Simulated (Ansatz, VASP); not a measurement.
**Two plane-wave programs on VRe3F**

```xyz
5
Lattice="4.1476 0.0000 0.0000 0.0000 4.1476 0.0000 0.0000 0.0000 4.1476" Properties=species:S:1:pos:R:3 pbc="T T T"
V     2.0738    2.0738    2.0738
Re    0.0000    2.0738    0.0000
Re    2.0738    0.0000    0.0000
Re    0.0000    0.0000    2.0738
F     0.0000    0.0000    0.0000
```

Change from the starting cell: species swapped into the Gd3InN type (Pm-3m, No. 221).

Alike in both runs: functional PBE; k mesh 10 × 10 × 10; occupations gaussian, width 0.1 eV; no spin polarisation.

Ansatz relaxed the structure, and its values are those at the end. VASP's run is a single point on that final structure, the one shown.

|  | VASP | Ansatz |
| --- | --- | --- |
| version | VASP 6.6.1 | Ansatz 0.2.0 |
| potentials or method | VASP PAW PBE potentials, release 64 (V_sv, Re_sv_GW, F), cutoff 600 eV | scalar-relativistic, plane waves, PAW |
| valence electrons in the cell | 65 | 65 |

VASP gave:

| Quantity | Value |
| --- | --- |
| gap on the k mesh at the Fermi level (eV) | none |
| pressure (GPa) | -0.4 |

Problem. Which values does Ansatz return?

Solution. gap on the k mesh at the Fermi level (eV): none; pressure (GPa): 0.0.

A gap of «none» marks a metal or a gap that the smearing closes.

Neither program's run includes spin-orbit coupling.
